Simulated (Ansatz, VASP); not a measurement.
CsPbBr3 in VASP and in Ansatz

```xyz
5
Lattice="5.9764 0.0000 0.0000 0.0000 5.9764 0.0000 0.0000 0.0000 5.9764" Properties=species:S:1:pos:R:3 pbc="T T T"
Br    0.0000    2.9882    2.9882
Br    2.9882    0.0000    2.9882
Br    2.9882    2.9882    0.0000
Pb    2.9882    2.9882    2.9882
Cs    0.0000    0.0000    0.0000
```

Alike in both runs: functional PBE; k mesh 3 × 3 × 3; occupations fermi-dirac, width 0.0806 eV; no spin polarisation.

Ansatz relaxed the structure, and its values are those at the end. VASP's run is a single point on that final structure, the one shown.

|  | VASP | Ansatz |
| --- | --- | --- |
| version | VASP 6.6.1 | Ansatz 0.2.0 |
| potentials or method | VASP PAW PBE potentials, release 64 (Br, Pb_d, Cs_sv), cutoff 520 eV | PAW plane waves |
| valence electrons in the cell | 44 | 44 |

|  | VASP | Ansatz | Ansatz less VASP |
| --- | --- | --- | --- |
| gap on the k mesh at the Fermi level (eV) | 3.95 | 3.95 | -0.003 |
| pressure (GPa) | 0.0 | 0.0 | +0.01 |

Spin-orbit coupling is off throughout.
